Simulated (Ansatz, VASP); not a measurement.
MgB2 in VASP and in Ansatz

File INCAR:

```
PREC = Accurate
ENCUT = 520
EDIFF = 1E-7
ISMEAR = -1
SIGMA = 0.05
LREAL = False
LASPH = True
NELM = 100
ALGO = Normal
ISIF = 2
LWAVE = False
LCHARG = False
NBANDS = 11
```

KPOINTS

```
regular mesh
0
Gamma
  10 10 8
```

Contents of POSCAR:

```
MgB2
1.0
    3.0850000000      0.0000000000      0.0000000000
   -1.5425000000      2.6716883707      0.0000000000
    0.0000000000      0.0000000000      3.5230000000
Mg B
1 2
Direct
    0.0000000000      0.0000000000      0.0000000000
    0.6666666667      0.3333333333      0.5000000000
    0.3333333333      0.6666666667      0.5000000000
```

The input input.yaml:

```yaml
crystal:
  lattice:
    - [3.085, 0.0, 0.0]
    - [-1.5425, 2.6716883707, 0.0]
    - [0.0, 0.0, 3.523]
  atoms:
    - { symbol: Mg, position: [0.0, 0.0, 0.0] }
    - { symbol: B, position: [0.6666666667, 0.3333333333, 0.5] }
    - { symbol: B, position: [0.3333333333, 0.6666666667, 0.5] }
kpoints:
  mp_grid: { grid: [10, 10, 8] }
  band_path:
    path:
      - [0.0, 0.0, 0.0]
      - [0.5, 0.0, 0.0]
      - [0.3333333333, 0.3333333333, 0.0]
      - [0.0, 0.0, 0.0]
      - [0.0, 0.0, 0.5]
      - [0.5, 0.0, 0.5]
      - [0.3333333333, 0.3333333333, 0.5]
      - [0.0, 0.0, 0.5]
    npoints: 8
scf:
  occupations: { method: fermi_dirac, width: 0.05 }
hamiltonian:
  xc: lda
  pseudopotentials: { kind: all_electron, lapw: { basis_error: 0.002 } }
output:
  forces: true
  stress: true
  eigenvalues: true
```

Alike in both runs: functional LDA; k mesh 10 × 10 × 8; occupations fermi-dirac, width 0.05 eV; no spin polarisation.

```csv
,VASP,Ansatz
version,VASP 6.6.1,Ansatz 0.2.0
potentials or method,"VASP PAW LDA potentials, release 64 (Mg, B), cutoff 520 eV","all-electron LAPW, scalar-relativistic"
task,single point,band structure
```

Ansatz gave:

- gap on the k mesh at the Fermi level (eV): none
- pressure (GPa): -7.5
- traceless stress, the component that is largest in VASP (GPa): 0.50

Q: Which values does VASP return?

A: gap on the k mesh at the Fermi level (eV): none; pressure (GPa): -8.1; traceless stress, the component that is largest in VASP (GPa): 0.38.

LDA's correlation is that of Perdew and Zunger in VASP and of Perdew and Wang (1992) in Ansatz. A gap of «none» marks a metal or a gap that the smearing closes. Ansatz ran all-electron here, and VASP with PAW potentials.
